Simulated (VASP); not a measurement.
Set up this calculation in VASP 6.6.1, as the native input.

| Property | Result |
| --- | --- |
| Task | single point |
| Functional | PBE |
| Potentials or basis | VASP PAW PBE potentials, release 64 (Ta_pv, N) |
| Cutoff | 520 eV |
| k mesh | 9 × 9 × 8 |
| Occupations | gaussian, width 0.15 eV |
| Spin | no spin polarisation |
| Dipole correction | no |
| Further INCAR settings | ALGO = Normal; EDIFF = 1e-06; NBANDS = 50 |

The structure of Ta2N lies in POSCAR:

```
Ta2N
1.0
    5.1794057167      0.0000000000      0.0000000000
   -2.5897028583      4.4854969272      0.0000000000
    0.0000000000      0.0000000000      5.2166974379
Ta N
6 3
Direct
    0.7141172560      0.7141172560      0.7528547364
    0.0000000000      0.2858827440      0.7528547364
    0.2858827440      0.0000000000      0.7528547364
    0.2858827440      0.2858827440      0.2471452636
    0.0000000000      0.7141172560      0.2471452636
    0.7141172560      0.0000000000      0.2471452636
    0.6666666667      0.3333333333      0.5000000000
    0.3333333333      0.6666666667      0.5000000000
    0.0000000000      0.0000000000      0.0000000000
```

This cell differs from its parent crystal: atoms shifted along a free coordinate, c/a of the conventional cell at fixed volume 1.0072.

These files were run (other wordings do the same):

INCAR

```
SYSTEM = Ta2N
PREC = Accurate
ENCUT = 520
EDIFF = 1E-6
ISMEAR = 0
SIGMA = 0.15
LREAL = .False.
LASPH = .True.
NELM = 60
ALGO = Normal
ISIF = 2
LWAVE = .False.
LCHARG = .False.
GGA = PE
NBANDS = 50
```

KPOINTS

```
Automatic mesh
0
Gamma
  9 9 8
  0 0 0
```

Potentials or basis: VASP PAW PBE potentials, release 64 (Ta_pv, N).

Command:

```sh
$ cat potpaw_PBE.64/Ta_pv/POTCAR potpaw_PBE.64/N/POTCAR > POTCAR
$ mpirun -np 1 vasp_std > vasp.out
```

It gave:

```yaml
Pressure: 24.5 GPa
Largest_force: 9.469 eV/Å
Band_gap_on_the_k_mesh: zero (an odd number of electrons rules out a gap without spin polarisation)
```

Caveat: the stress differs along the axes, from 7 to 33 GPa; spin-orbit coupling is left out, which moves the levels of the heavy elements; forces of over 1 eV/Å act on the atoms, so gaps and moduli don't describe the material at rest.

Wall time 5.7 min on 1 thread of AMD EPYC 9R45 96-Core Processor (Zen 5), on a shared host, peak memory 0.45 GiB.
